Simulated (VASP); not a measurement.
Write the native input for VASP 6.6.1 that does the following.

* Task: relaxation of cell and atoms
* Functional: PBE
* Potentials or basis: VASP PAW PBE potentials, release 64 (Mo_sv)
* Cutoff: 600 eV
* k mesh: 18 × 18 × 18
* Occupations: gaussian, width 0.1 eV
* Spin: no spin polarisation
* Dipole correction: no
* Further INCAR settings: ALGO = Normal; EDIFF = 1e-07; IBRION = 2; EDIFFG = -0.005; NSW = 100; ISIF = 3

The structure of Mo lies in POSCAR:

```
Mo
1.0
   -1.5734150000      1.5734150000      1.5734150000
    1.5734150000     -1.5734150000      1.5734150000
    1.5734150000      1.5734150000     -1.5734150000
Mo
1
Direct
    0.0000000000      0.0000000000      0.0000000000
```

The input as run:

INCAR

```
SYSTEM = Mo
ALGO = Normal
EDIFF = 1E-7
EDIFFG = -0.005
ENCUT = 600
GGA = PE
IBRION = 2
ISIF = 3
ISMEAR = 0
LASPH = .True.
LCHARG = .False.
LREAL = .False.
LWAVE = .False.
NELM = 80
NSW = 100
PREC = Accurate
SIGMA = 0.1
```

KPOINTS

```
k-points
0
Gamma
  18 18 18
  0 0 0
```

Potentials or basis: VASP PAW PBE potentials, release 64 (Mo_sv).

The run is started by

```console
$ cat potpaw_PBE.64/Mo_sv/POTCAR > POTCAR
$ mpirun -np 1 vasp_std > vasp.out
```

It gave:

```
Relaxed volume                         : 15.81 Å³/atom
Relaxed cell                           : a = 2.738 Å, b = 2.738 Å, c = 2.738 Å, α = 109.47°, β = 109.47°, γ = 109.47°
Space group after relaxing (to 0.05 Å) : Im-3m (No. 229)
Energy gained by relaxing              : 2.7 meV/atom
Ionic steps                            : 4
Pressure after relaxing                : 0.0 GPa
Band gap on the k mesh                 : zero (band 7 reaches 16.33 eV, above the bottom of band 8 at 11.07 eV)
```

Wall time 50 s on 1 thread of Intel(R) Xeon(R) Platinum 8488C (Sapphire Rapids), with other jobs on the host, peak memory 0.18 GiB.
